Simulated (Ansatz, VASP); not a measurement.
# CdF2 in VASP and in Ansatz

```
Cd F
1.0
     0.00000    2.69400    2.69400
     2.69400    0.00000    2.69400
     2.69400    2.69400    0.00000
Cd F
1 2
Cartesian
  0.0000 -0.0500 0.0000
  1.3470 1.3470 1.3470
  4.0410 4.0410 4.0410
```

Change from the starting cell: all Cd atoms moved -0.050 Å, as atom 1 along Cartesian [0 1 0].

Alike in both runs: task single point; functional PBEsol; k mesh 8 × 8 × 8; occupations gaussian, width 0.05 eV; no spin polarisation.

|  | VASP | Ansatz |
| --- | --- | --- |
| version | VASP 6.6.1 | Ansatz 0.2.0 |
| potentials or method | VASP PAW PBE potentials, release 64 (Cd, F), cutoff 520 eV | scalar-relativistic, plane waves, PAW |
| valence electrons in the cell | 26 | 34 |

```tsv
	VASP	Ansatz	Ansatz less VASP
gap on the k mesh at the Fermi level (eV)	2.90	2.93	+0.033
least direct gap on the mesh (eV)	3.39	3.42	+0.031
pressure (GPa)	0.7	-0.1	-0.79
traceless stress, the component that is largest in VASP (GPa)	-0.07	-0.06	+0.010
rms of the force components (eV/Å)	0.109	0.097	-0.0119
```

VASP's potentials were made for PBE, not for PBEsol. Atom by atom the forces differ by 0.012 eV/Å (rms over components). VASP's potentials hold 26 valence electrons a cell and Ansatz's 34, so a difference there can come from the potentials and not from the codes.
